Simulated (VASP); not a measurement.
Here is a VASP 6.6.1 calculation.

Contents of INCAR:

```
SYSTEM = Ti16Si
PREC = Accurate ; ENCUT = 520
EDIFF = 1E-6 ; ISMEAR = 0
SIGMA = 0.1 ; LREAL = Auto
LASPH = .True. ; NELM = 100
ALGO = Normal ; ISIF = 2
LWAVE = .False. ; LCHARG = .False.
GGA = PE ; NBANDS = 112
```

File KPOINTS:

```
Automatic mesh
0
Gamma
  4 4 4
  0.5 0.5 0.5
```

The input POSCAR:

```
Ti16Si
1.0
    2.2897681504     -3.9659947741      5.6643452958
    2.2897681504      3.9659947741      5.6643452958
   -4.5795363009      0.0000000000      5.6643452958
Si Ti
1 16
Direct
    0.4768543451      0.4768543451      0.4768543451
    0.6646659888      0.6646659888      0.6646659887
    0.8330805098      0.8330805098      0.8330805098
    1.0008690620      0.0008690051      0.0008690664
    0.1672326840      0.1672326840      0.1672326840
    0.7511472579      0.4169793945      0.0836572044
    0.9107865008      0.5862911161      0.2492317062
    0.0836571836      0.7511472210      0.4169794521
    0.2492316669      0.9107864972      0.5862911591
    0.4169794152      0.0836572412      0.7511472002
    0.5862911555      0.2492317099      0.9107864578
    0.0836572412      0.4169794152      0.7511472002
    0.2492317099      0.5862911555      0.9107864578
    0.4169793945      0.7511472579      0.0836572044
    0.5862911161      0.9107865008      0.2492317062
    0.7511472210      0.0836571836      0.4169794521
    0.9107864972      0.2492316669      0.5862911591
```

Potentials or basis: VASP PAW PBE potentials, release 64 (Si, Ti_sv).

Launch:

```bash
$ cat potpaw_PBE.64/Si/POTCAR potpaw_PBE.64/Ti_sv/POTCAR > POTCAR
$ mpirun -np 1 vasp_std > vasp.out
```

Question: What does it give for the band gap on the k mesh?

Answer: Zero (band 98 reaches 7.60 eV, above the bottom of band 99 at 7.57 eV).

Question: Predict the pressure.

Answer: -4.1 GPa.

Question: What does it give for the largest force?

Answer: 0.805 eV/Å.

Forces on the atoms (eV/Å):
```
Si   0.000  0.000  0.805
Ti   0.000  0.000 -0.055
Ti   0.000  0.000 -0.046
Ti   0.000  0.000 -0.017
Ti   0.000  0.000 -0.041
Ti  -0.002  0.003 -0.046
Ti  -0.005  0.038 -0.061
Ti  -0.001 -0.003 -0.046
Ti  -0.031 -0.023 -0.061
Ti   0.004  0.000 -0.046
Ti   0.035 -0.015 -0.061
Ti   0.004  0.000 -0.046
Ti   0.035  0.015 -0.061
Ti  -0.002 -0.003 -0.046
Ti  -0.005 -0.038 -0.061
Ti  -0.001  0.003 -0.046
Ti  -0.031  0.023 -0.061
```
